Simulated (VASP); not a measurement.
Cd: single point with r2SCAN

Crystal: Cd.

```
CELL_PARAMETERS angstrom
0.00000 2.10724 2.32906
2.10724 0.00000 2.32906
2.10724 2.10724 0.00000
ATOMIC_POSITIONS crystal
Cd 0.00000 0.00000 0.00000
```

This cell differs from its parent crystal: strain -0.050 along x and y, +0.050 along z.

```
Program             : VASP 6.6.1
Task                : single point
Functional          : r2SCAN
Potentials or basis : VASP PAW PBE potentials, release 64 (Cd)
Cutoff              : 520 eV
k mesh              : 18 × 18 × 18
Occupations         : gaussian, width 0.15 eV
Spin                : no spin polarisation
```

```
Pressure               : 3.8 GPa
Band gap on the k mesh : zero (bands 6 and 7 overlap by 3.30 eV)
```

Stress tensor (GPa, compression positive):
```
5.52 0.00 0.00
0.00 5.52 0.00
0.00 0.00 0.26
```

Levels at points of the mesh, in eV from the Fermi level:
| k point | band 2 | band 3 | band 4 | band 5 | band 6 | band 7 | band 8 | band 9 | band 10 | band 11 |
| --- | --- | --- | --- | --- | --- | --- | --- | --- | --- | --- |
| (0.00, 0.00, 0.00) | -9.67 | -9.67 | -9.65 | -9.48 | -9.13 | 14.71 | 16.27 | 16.27 | 16.33 | 19.58 |
| (0.50, 0.00, 0.00) | -9.97 | -9.66 | -8.93 | -8.80 | -2.70 | -1.26 | 11.61 | 14.79 | 14.99 | 15.99 |
| (0.50, 0.50, 0.00) | -10.48 | -8.88 | -8.78 | -8.78 | -1.98 | 0.23 | 8.51 | 8.51 | 12.72 | 13.42 |
| (0.50, 0.00, 0.50) | -10.50 | -8.91 | -8.89 | -8.61 | -0.59 | 2.49 | 6.61 | 7.00 | 11.20 | 11.60 |

Wall time 2.4 min on 1 thread of Intel(R) Xeon(R) 6975P-C (Granite Rapids), with other jobs on the host, peak memory 0.24 GiB.

Caveat: the cell differs from its parent crystal (strain -0.050 along x and y, +0.050 along z); the stress differs along the axes, from 0 to 6 GPa; the PAW data sets were made with another functional, which shifts forces and pressure a little.
